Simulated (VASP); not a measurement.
# Ir (Fm-3m) in VASP: further runs

The runs below take Ir through single point, relaxation of cell and atoms, with PBE.

Program: VASP 6.6.1. These are calculated values, not measurements. Logs are shortened: lines on timing, memory, paths and dates and some standing lists are left out, and cuts for length are marked.

### 1 The cell of the first run

Symmetry: Fm-3m, No. 225, cubic system. The conventional cell has a = 3.871 Å, b = 3.871 Å, c = 3.871 Å, α = 90.00°, β = 90.00°, γ = 90.00°. Ir (site symmetry m-3m) has 12 Ir at 2.74 Å within 3.6 Å.

### 2 Single point, PBE

The input, INCAR:

```
  ALGO = Normal
  EDIFF = 1E-7
  ENCUT = 520
  GGA = PE
  ISIF = 2
  ISMEAR = 0
  LASPH = True
  LCHARG = False
  LREAL = False
  LWAVE = False
  NBANDS = 10
  NELM = 80
  PREC = Accurate
  SIGMA = 0.1
```

The input, KPOINTS:

```
k-points
0
Gamma
  18 18 18
```

The input, POSCAR:

```
Ir
1.0
    0.0000000000      1.9353281496      1.9353281496
    1.9353281496      0.0000000000      1.9353281496
    1.9353281496      1.9353281496      0.0000000000
Ir
1
Direct
    0.0000000000      0.0000000000      0.0000000000
```

Potentials or basis: VASP PAW PBE potentials, release 64 (Ir).

Command:

```sh
> cat potpaw_PBE.64/Ir/POTCAR > POTCAR
> mpirun -np 1 vasp_std > vasp.out
```

OUTCAR:

```text
EDIFF = 1E-7
   ENCUT = 520
   GGA = PE
   ISIF = 2
   ISMEAR = 0
   LASPH = True
   LREAL = False
   NELM = 80
   PREC = Accurate

 ion  position               nearest neighbor table
   1  0.000  0.000  0.000-

  LATTYP: Found a face centered cubic cell.
 ALAT       =     3.8706562992

  Lattice vectors:

 A1 = (   0.0000000000,   1.9353281496,   1.9353281496)
 A2 = (   1.9353281496,   0.0000000000,   1.9353281496)
 A3 = (   1.9353281496,   1.9353281496,   0.0000000000)

Analysis of symmetry for initial positions (statically):
=====================================================================
 Subroutine PRICEL returns:
 Original cell was already a primitive cell.

 Routine SETGRP: Setting up the symmetry group for a
 face centered cubic supercell.

 Subroutine GETGRP returns: Found 48 space group operations
 (whereof 48 operations were pure point group operations)
 out of a pool of 48 trial point group operations.

The static configuration has the point symmetry O_h .

Analysis of symmetry for dynamics (positions and initial velocities):
=====================================================================
 Subroutine PRICEL returns:
 Original cell was already a primitive cell.

 Routine SETGRP: Setting up the symmetry group for a
 face centered cubic supercell.

 Subroutine GETGRP returns: Found 48 space group operations
 (whereof 48 operations were pure point group operations)
 out of a pool of 48 trial point group operations.

The dynamic configuration has the point symmetry O_h .

 Subroutine INISYM returns: Found 48 space group operations
 (whereof 48 operations are pure point group operations),
 and found     1 'primitive' translations

----------------------------------------------------------------------------------------

                                     Primitive cell

  volume of cell :      14.4975

  direct lattice vectors                    reciprocal lattice vectors
     0.000000000  1.935328150  1.935328150    -0.258354119  0.258354119  0.258354119
     1.935328150  0.000000000  1.935328150     0.258354119 -0.258354119  0.258354119
     1.935328150  1.935328150  0.000000000     0.258354119  0.258354119 -0.258354119

  length of vectors
     2.736967317  2.736967317  2.736967317     0.447482461  0.447482461  0.447482461

  position of ions in fractional coordinates (direct lattice)
     0.000000000  0.000000000  0.000000000

  ion indices of the primitive-cell ions
   primitive index   ion index
                 1           1
[... 71 lines left out ...]
   NELM   =     80;   NELMIN=  2; NELMDL= -5     # of ELM steps
   EDIFF  = 0.1E-06   stopping-criterion for ELM
   LREAL  =      F    real-space projection
   EDIFFG = 0.1E-05   stopping-criterion for IOM
   NSW    =      0    number of steps for IOM
   IBRION =     -1    ionic relax: 0-MD 1-quasi-New 2-CG
   NFREE  =      0    steps in history (QN), initial steepest desc. (CG)
   ISIF   =      2    stress and relaxation
   ISYM   =      2    0-nonsym 1-usesym 2-fastsym
   POTIM  = 0.5000    time-step for ionic-motion
   TEBEG  =    0.0;   TEEND  =   0.0 temperature during run
   PSTRESS=    0.0 pullay stress
   NELECT =       9.0000    total number of electrons
   NUPDOWN=      -1.0000    fix difference up-down
   EMIN   =  10.00;   EMAX   =-10.00  energy-range for DOS
   EFERMI =   0.00;   METHOD = LEGACY
   ISMEAR =     0;   SIGMA  =   0.10  broadening in eV -4-tet -1-fermi 0-gaus
   EFERMI_NEDOS =   21; number of points for ismear=-14 and -15
   IALGO  =     38    algorithm
   IMIX   =      4    mixing-type and parameters
     AMIX     =   0.40;   BMIX     =  1.00
     AMIX_MAG =   1.60;   BMIX_MAG =  1.00
  volume/ion in A,a.u.               =      14.50        97.83
  Fermi-wavevector in a.u.,A,eV,Ry     =   1.396554  2.639104 26.536299  1.950363
  Thomas-Fermi vector in A             =   2.519897
   LORBIT       =      0    0 simple, 1 ext, 2 COOP (PROOUT), +10 PAW based schemes
   GGA     = PE    functional components
   LHFCALC =     F    Hartree Fock is set to
   AEXX    =    0.0000 exact exchange contribution
   IVDW    =     0    specifies the selected vdW correction
   LEPSILON=     F    determine dielectric tensor
   LRPA    =     F    only Hartree local field effects (RPA)
 non-spin polarized calculation
 Gauss-broadening in eV      SIGMA  =   0.10
  energy-cutoff  :      520.00
  volume of cell :       14.50
 maximum number of plane-waves:       397
   NGX = 11   NGY = 11   NGZ = 11

 number of electron       9.0000000 magnetization

 Free energy of the ion-electron system (eV)
  ---------------------------------------------------
  ext. energy  EPLUGINS =         0.00000000
  ---------------------------------------------------
  free energy    TOTEN  =        -8.85376181 eV

  energy without entropy =       -8.84839979  energy(sigma->0) =       -8.85108080

 E-fermi :  10.0170     XC(G=0): -13.8427

 val. band max:       10.0142517091   @ k =   0.5000   0.2222   0.1111
 cond. band min:      10.0214226169   @ k =   0.3333   0.1111   0.0556
 fundamental gap:      0.0071709078
 Fermi energy:        10.0169803683

 k-point     1 :       0.0000    0.0000    0.0000
  band No.  band energies     occupation
      1      -0.8711      2.00000
      2       6.2433      2.00000
      3       6.2433      2.00000
      4       6.2433      2.00000
      5       8.8289      2.00000
      6       8.8289      2.00000
      7      24.3578      0.00000
      8      29.7988      0.00000
      9      29.7988      0.00000
     10      29.7988      0.00000
[... 287 lines left out ...]
 k-point    24 :      -0.2222    0.0556    0.0000
  band No.  band energies     occupation
      1       1.3009      2.00000
      2       5.5986      2.00000
      3       6.6846      2.00000
      4       6.7737      2.00000
      5       8.5580      2.00000
      6       9.3823      2.00000
      7      24.0410      0.00000
      8      26.8150      0.00000
      9      31.7728      0.00000
     10      33.0108      0.00000

 [... further k-points ...]
[... 5 lines left out ...]
  --------------------------------------------------------------------------------------
  -------------------------------------------------------------------------------------
  Total        0.0435893      0.0435893      0.0435893      0.0000000      0.0000000      0.0000000
  in kB        4.8172165      4.8172165      4.8172165      0.0000000      0.0000000      0.0000000
  external PRESSURE =       4.8172165 kB  Pullay stress =       0.0000000 kB

 VOLUME and BASIS-vectors are now :
 -----------------------------------------------------------------------------
  energy-cutoff  :      520.00
  volume of cell :       14.50
      direct lattice vectors                 reciprocal lattice vectors
     0.000000000  1.935328150  1.935328150    -0.258354119  0.258354119  0.258354119
     1.935328150  0.000000000  1.935328150     0.258354119 -0.258354119  0.258354119
     1.935328150  1.935328150  0.000000000     0.258354119  0.258354119 -0.258354119

 POSITION                                       TOTAL-FORCE (eV/Angst)
 -----------------------------------------------------------------------------------
      0.00000      0.00000      0.00000         0.000000      0.000000      0.000000
 -----------------------------------------------------------------------------------
    total drift:                                0.000000     -0.000000     -0.000000

  FREE ENERGIE OF THE ION-ELECTRON SYSTEM (eV)
  ---------------------------------------------------
  free  energy   TOTEN  =        -8.8537618099 eV

  energy  without entropy=       -8.8483997913  energy(sigma->0) =       -8.85108080
```

stdout:

```text
POSCAR found type information on POSCAR Ir
 POSCAR found :  1 types and       1 ions
 scaLAPACK will be used
 LDA part: xc-table for (Slater+PW92), standard interpolation
 POSCAR, INCAR and KPOINTS ok, starting setup
 FFT: planning ... GRIDC
 FFT: planning ... GRID_SOFT
 FFT: planning ... GRID
 WAVECAR not read
 entering main loop
```

It took 20 s on 1 thread of Intel Xeon Platinum 8375C at 2.90GHz (Ice Lake), shared host; peak memory 0.15 GiB.

What came out:

* Free energy: -8.8538 eV
* Pressure: 0.5 GPa

Caveat: spin-orbit coupling is left out, which moves the levels of the heavy elements.

### 3 Relaxation of cell and atoms, PBE

This run uses another cell than the first one, of 14.56 Å³/atom, 1.004 times its volume.

The input, INCAR:

```
ALGO = Normal
EDIFF = 1E-6
EDIFFG = -0.005
ENCUT = 600
GGA = PE
IBRION = 2
ISIF = 3
ISMEAR = 0
LASPH = T
LCHARG = F
LREAL = F
LWAVE = F
NELM = 80
NSW = 100
PREC = Accurate
SIGMA = 0.1
```

KPOINTS is that of step 2.

The input, POSCAR:

```
Ir
1.0
    0.0000000000      1.9379612704      1.9379612704
    1.9379612704      0.0000000000      1.9379612704
    1.9379612704      1.9379612704      0.0000000000
Ir
1
Direct
    0.0000000000      0.0000000000      0.0000000000
```

Potentials or basis: VASP PAW PBE potentials, release 64 (Ir).

Command:

```sh
> cat potpaw_PBE.64/Ir/POTCAR > POTCAR
> mpirun -np 1 vasp_std > vasp.out
```

It took 36 s on 1 thread of Intel Xeon Platinum 8375C at 2.90GHz (Ice Lake), shared host; peak memory 0.17 GiB.

The run converged. Its results:

```
Free energy                            : -8.8540 eV
Relaxed volume                         : 14.52 Å³/atom
Relaxed cell                           : a = 2.738 Å, b = 2.738 Å, c = 2.738 Å, α = 60.00°, β = 60.00°, γ = 60.00°
Space group after relaxing (to 0.05 Å) : Fm-3m (No. 225)
Energy gained by relaxing              : 0.1 meV/atom
Ionic steps                            : 3
Pressure after relaxing                : 0.0 GPa
```

Final structure:
```cif
data_structure
_symmetry_space_group_name_H-M 'P 1'
_symmetry_Int_Tables_number 1
_cell_length_a 2.7384
_cell_length_b 2.7384
_cell_length_c 2.7384
_cell_angle_alpha 60.000
_cell_angle_beta 60.000
_cell_angle_gamma 60.000
_cell_volume 14.52
loop_
_atom_site_label
_atom_site_type_symbol
_atom_site_fract_x
_atom_site_fract_y
_atom_site_fract_z
_atom_site_occupancy
Ir1 Ir 0.00000 0.00000 0.00000 1
```

Levels at points of the mesh, in eV from the Fermi level:
```tsv
k point	band 1	band 2	band 3	band 4	band 5	band 6	band 7	band 8
(0.00, 0.00, 0.00)	-10.87	-3.76	-3.76	-3.76	-1.19	-1.19	14.34	19.78
(0.50, 0.00, 0.00)	-7.86	-3.86	-3.86	-0.72	0.82	0.82	6.97	13.88
(0.50, 0.50, 0.00)	-7.65	-7.09	0.79	1.37	1.37	1.67	10.13	11.56
```

Caveat: spin-orbit coupling is left out, which moves the levels of the heavy elements.

### 4 Single point, PBE

The input, INCAR:

```
  PREC = Accurate
  ENCUT = 520
  EDIFF = 1E-7
  ISMEAR = 0
  SIGMA = 0.1
  LREAL = F
  LASPH = T
  NELM = 60
  ALGO = Fast
  ISIF = 2
  LWAVE = F
  LCHARG = T
  GGA = PE
  LELF = T
  LVHAR = T
  NBANDS = 10
  ISYM = 0
```

The input, KPOINTS:

```
Automatic mesh
0
Gamma
  13 13 18
```

The input, POSCAR:

```
Ir
1.0
    2.7369673168      0.0000000000      0.0000000000
    0.0000000000      2.7369673168      0.0000000000
    1.3684836584      1.3684836584      1.9353281496
Ir
1
Direct
    0.0000000000      0.0000000000      0.0000000000
```

Potentials or basis: VASP PAW PBE potentials, release 64 (Ir).

Command:

```sh
> cat potpaw_PBE.64/Ir/POTCAR > POTCAR
> mpirun -np 1 vasp_std > vasp.out
```

OUTCAR:

```text
PREC = Accurate
   ENCUT = 520
   EDIFF = 1E-7
   ISMEAR = 0
   LREAL = F
   LASPH = T
   NELM = 60
   ISIF = 2
   GGA = PE
   ISYM = 0

 ion  position               nearest neighbor table
   1  0.000  0.000  0.000-

IMPORTANT INFORMATION: All symmetrisations will be switched off!
NOSYMM: (Re-)initialisation of all symmetry stuff for point group C_1.

----------------------------------------------------------------------------------------

                                     Primitive cell

  volume of cell :      14.4975

  direct lattice vectors                    reciprocal lattice vectors
     2.736967317  0.000000000  0.000000000     0.365367900  0.000000000 -0.258354119
     0.000000000  2.736967317  0.000000000     0.000000000  0.365367900 -0.258354119
     1.368483658  1.368483658  1.935328150     0.000000000  0.000000000  0.516708239

  length of vectors
     2.736967317  2.736967317  2.736967317     0.447482461  0.447482461  0.516708239

  position of ions in fractional coordinates (direct lattice)
     0.000000000  0.000000000  0.000000000

  ion indices of the primitive-cell ions
   primitive index   ion index
                 1           1

----------------------------------------------------------------------------------------

 KPOINTS: Automatic mesh

Automatic generation of k-mesh.
 Grid dimensions read from file:
 generate k-points for:   13   13   18

 Generating k-lattice:

  Cartesian coordinates                     Fractional coordinates (reciprocal lattice)
     0.028105223  0.000000000 -0.019873394     0.076923077  0.000000000  0.000000000
     0.000000000  0.028105223 -0.019873394     0.000000000  0.076923077  0.000000000
     0.000000000  0.000000000  0.028706013     0.000000000  0.000000000  0.055555556

  Length of vectors
     0.034421728  0.034421728  0.028706013

[... 91 lines left out ...]
   EFERMI_NEDOS =   21; number of points for ismear=-14 and -15
   IALGO  =     68    algorithm
   IMIX   =      4    mixing-type and parameters
     AMIX     =   0.40;   BMIX     =  1.00
     AMIX_MAG =   1.60;   BMIX_MAG =  1.00
  volume/ion in A,a.u.               =      14.50        97.83
  Fermi-wavevector in a.u.,A,eV,Ry     =   1.396554  2.639104 26.536299  1.950363
  Thomas-Fermi vector in A             =   2.519897
   LORBIT       =      0    0 simple, 1 ext, 2 COOP (PROOUT), +10 PAW based schemes
   GGA     = PE    functional components
   LHFCALC =     F    Hartree Fock is set to
   AEXX    =    0.0000 exact exchange contribution
   IVDW    =     0    specifies the selected vdW correction
   LEPSILON=     F    determine dielectric tensor
   LRPA    =     F    only Hartree local field effects (RPA)
 non-spin polarized calculation
 RMM-DIIS sequential band-by-band and
 Gauss-broadening in eV      SIGMA  =   0.10
  energy-cutoff  :      520.00
  volume of cell :       14.50
 maximum number of plane-waves:       399
   NGX = 11   NGY = 11   NGZ = 11

 number of electron       9.0000000 magnetization

 Free energy of the ion-electron system (eV)
  ---------------------------------------------------
  ext. energy  EPLUGINS =         0.00000000
  ---------------------------------------------------
  free energy    TOTEN  =        -8.85173792 eV

  energy without entropy =       -8.84682570  energy(sigma->0) =       -8.84928181

 E-fermi :   9.9797     XC(G=0): -13.8426

 val. band max:        9.9779500965   @ k =   0.2308  -0.3846   0.1111
 cond. band min:       9.9808257964   @ k =   0.3846   0.3077   0.1667
 fundamental gap:      0.0028756999
 Fermi energy:         9.9796697945

 k-point     1 :       0.0000    0.0000    0.0000
  band No.  band energies     occupation
      1      -0.8711      2.00000
      2       6.2391      2.00000
      3       6.2451      2.00000
      4       6.2456      2.00000
      5       8.8265      2.00000
      6       8.8332      2.00000
      7      24.3567      0.00000
      8      29.7973      0.00000
      9      29.7980      0.00000
     10      29.8032      0.00000
[... 287 lines left out ...]
 k-point    24 :       0.2308    0.1538    0.0000
  band No.  band energies     occupation
      1       2.4765      2.00000
      2       5.2489      2.00000
      3       6.3126      2.00000
      4       7.2591      2.00000
      5       8.2085      2.00000
      6      10.8953      0.00000
      7      23.1391      0.00000
      8      26.7417      0.00000
      9      28.7510      0.00000
     10      31.2896      0.00000

 [... further k-points ...]
[... 5 lines left out ...]
  --------------------------------------------------------------------------------------
  -------------------------------------------------------------------------------------
  Total        0.0284362      0.0284366      0.0699684     -0.0036970     -0.0078995     -0.0079009
  in kB        3.1425994      3.1426357      7.7324733     -0.4085708     -0.8730086     -0.8731535
  external PRESSURE =       4.6725695 kB  Pullay stress =       0.0000000 kB

 VOLUME and BASIS-vectors are now :
 -----------------------------------------------------------------------------
  energy-cutoff  :      520.00
  volume of cell :       14.50
      direct lattice vectors                 reciprocal lattice vectors
     2.736967317  0.000000000  0.000000000     0.365367900  0.000000000 -0.258354119
     0.000000000  2.736967317  0.000000000     0.000000000  0.365367900 -0.258354119
     1.368483658  1.368483658  1.935328150     0.000000000  0.000000000  0.516708239

 POSITION                                       TOTAL-FORCE (eV/Angst)
 -----------------------------------------------------------------------------------
      0.00000      0.00000      0.00000         0.000001      0.000000      0.000000
 -----------------------------------------------------------------------------------
    total drift:                                0.000001      0.000000      0.000000

  FREE ENERGIE OF THE ION-ELECTRON SYSTEM (eV)
  ---------------------------------------------------
  free  energy   TOTEN  =        -8.8517379236 eV

  energy  without entropy=       -8.8468257034  energy(sigma->0) =       -8.84928181
```

OSZICAR:

```text
N       E                     dE             d eps       ncg     rms          rms(c)
DAV:   1     0.479291177995E+02    0.47929E+02   -0.43515E+03 30744   0.816E+02
DAV:   2    -0.849965241070E+01   -0.56429E+02   -0.53554E+02 31132   0.196E+02
DAV:   3    -0.940787235544E+01   -0.90822E+00   -0.90358E+00 35384   0.302E+01
DAV:   4    -0.941617690691E+01   -0.83046E-02   -0.83027E-02 34274   0.269E+00
DAV:   5    -0.941634457680E+01   -0.16767E-03   -0.16767E-03 34644   0.367E-01    0.143E+01
RMM:   6    -0.893845713849E+01    0.47789E+00   -0.40846E-01 31523   0.797E+00    0.562E+00
RMM:   7    -0.885575753516E+01    0.82700E-01   -0.17331E-01 32443   0.384E+00    0.154E+00
RMM:   8    -0.885533833213E+01    0.41920E-03   -0.18810E-02 37336   0.167E+00    0.124E+00
RMM:   9    -0.885321280199E+01    0.21255E-02   -0.37014E-03 38173   0.509E-01    0.551E-01
RMM:  10    -0.885168688744E+01    0.15259E-02   -0.31453E-03 32296   0.809E-01    0.154E-01
RMM:  11    -0.885174692397E+01   -0.60037E-04   -0.24354E-04 38290   0.146E-01    0.131E-01
RMM:  12    -0.885175761607E+01   -0.10692E-04   -0.45976E-05 37998   0.515E-02    0.154E-01
RMM:  13    -0.885173744617E+01    0.20170E-04   -0.66163E-05 34195   0.887E-02    0.152E-02
RMM:  14    -0.885173842656E+01   -0.98039E-06   -0.10266E-05 37247   0.308E-02    0.485E-03
RMM:  15    -0.885173795665E+01    0.46991E-06   -0.14295E-06 40583   0.100E-02    0.100E-02
RMM:  16    -0.885173792363E+01    0.33025E-07   -0.15875E-07 23267   0.418E-03
   1 F= -.88517379E+01 E0= -.88492818E+01  d E =-.491222E-02
```

It took 2.7 min on 1 thread of Intel Xeon Platinum 8375C at 2.90GHz (Ice Lake), shared host; peak memory 0.33 GiB.

What came out:

* Free energy: -8.8517 eV
* Pressure: 0.5 GPa

Caveat: spin-orbit coupling is left out, which moves the levels of the heavy elements.

(Continued in part 2 of 2.)
